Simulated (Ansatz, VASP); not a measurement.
Two plane-wave programs on Ag

```
Ag
1.0
    -1.52320    1.52320    1.65565
     1.52320   -1.52320    1.65565
     1.52320    1.52320   -1.65565
Ag
1
Direct
  0.00000 0.00000 0.00000
```

Change from the starting cell: strain -0.080 along x and y, +0.000 along z, atoms carried along.

Alike in both runs: task single point; functional PBEsol; k mesh 20 × 20 × 20; occupations gaussian, width 0.15 eV; no spin polarisation.

|  | VASP | Ansatz |
| --- | --- | --- |
| version | VASP 6.6.1 | Ansatz 0.2.0 |
| potentials or method | VASP PAW PBE potentials, release 64 (Ag), cutoff 520 eV | scalar-relativistic, plane waves, PAW |
| valence electrons in the cell | 11 | 19 |

|  | VASP | Ansatz | Ansatz less VASP |
| --- | --- | --- | --- |
| gap on the k mesh at the Fermi level (eV) | none | none | - |
| pressure (GPa) | 12.5 | 12.9 | +0.38 |
| traceless stress, the component that is largest in VASP (GPa) | 1.24 | 1.24 | +0.006 |

VASP's potentials were made for PBE, not for PBEsol. A gap of «none» marks a metal or a gap that the smearing closes. With one functional, cell and mesh, what is left measures potentials, basis and numerics. VASP's potentials hold 11 valence electrons a cell and Ansatz's 19, so a difference there can come from the potentials and not from the codes.
